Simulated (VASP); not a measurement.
Here is a VASP 6.6.1 calculation.

The input POSCAR:

```
Pt
1.0
    2.7020211465      0.0000000000      0.0000000000
   -1.3510105732      2.3400189544      0.0000000000
    0.0000000000      0.0000000000      4.6886157399
Pt
2
Direct
    0.3333333333      0.6666666667      0.2500000000
    0.6666666667      0.3333333333      0.7500000000
```

INCAR.step1

```
PREC     = Accurate       # precision mode
ENCUT    = 520            # plane-wave cutoff, eV
EDIFF    = 1E-5           # SCF threshold, eV
ISMEAR   = -1             # smearing method
SIGMA    = 0.05           # smearing width, eV
LREAL    = False          # projectors in reciprocal space
LASPH    = True           # aspherical terms in the spheres
NELM     = 80             # most SCF steps
ALGO     = Normal         # electronic algorithm
ISIF     = 2              # what is computed and relaxed
LWAVE    = True           # write WAVECAR
LCHARG   = False          # write CHGCAR
GGA      = PE             # functional
NBANDS   = 17             # bands
```

The input INCAR.step2:

```
PREC     = Accurate       # precision mode
ENCUT    = 520            # plane-wave cutoff, eV
EDIFF    = 1E-7           # SCF threshold, eV
ISMEAR   = -1             # smearing method
SIGMA    = 0.05           # smearing width, eV
LREAL    = False          # projectors in reciprocal space
LASPH    = True           # aspherical terms in the spheres
NELM     = 80             # most SCF steps
ALGO     = Normal         # electronic algorithm
ISIF     = 2              # what is computed and relaxed
LWAVE    = False          # write WAVECAR
LCHARG   = False          # write CHGCAR
GGA      = PS             # functional
LHFCALC  = True           # exact exchange
AEXX     = 0.25           # exact-exchange fraction
HFSCREEN = 0.207          # screening, 1/A
PRECFOCK = Normal       
ISTART   = 1            
NBANDS   = 17             # bands
```

Contents of KPOINTS:

```
regular mesh
0
Gamma
  6 6 3
```

Potentials or basis: VASP PAW PBE potentials, release 64 (Pt).

Run with:

```console
$ cat potpaw_PBE.64/Pt/POTCAR > POTCAR
$ cp INCAR.step1 INCAR
$ mpirun -np 1 vasp_std > vasp.out
$ cp INCAR.step2 INCAR
$ mpirun -np 1 vasp_std > vasp.out
```

Estimate the pressure.

0.5 GPa.

What does it give for the band gap on the k mesh?

Zero (band 10 reaches 11.60 eV, above the bottom of band 11 at 9.95 eV).

Stress tensor (GPa, compression positive):
```
0.52 0.00 0.00
0.00 0.52 0.00
0.00 0.00 0.39
```

Caveat: the k points lie up to 0.45 Å⁻¹ apart; the PAW data sets were made with another functional, which shifts forces and pressure a little; spin-orbit coupling is left out, which moves the levels of the heavy elements.
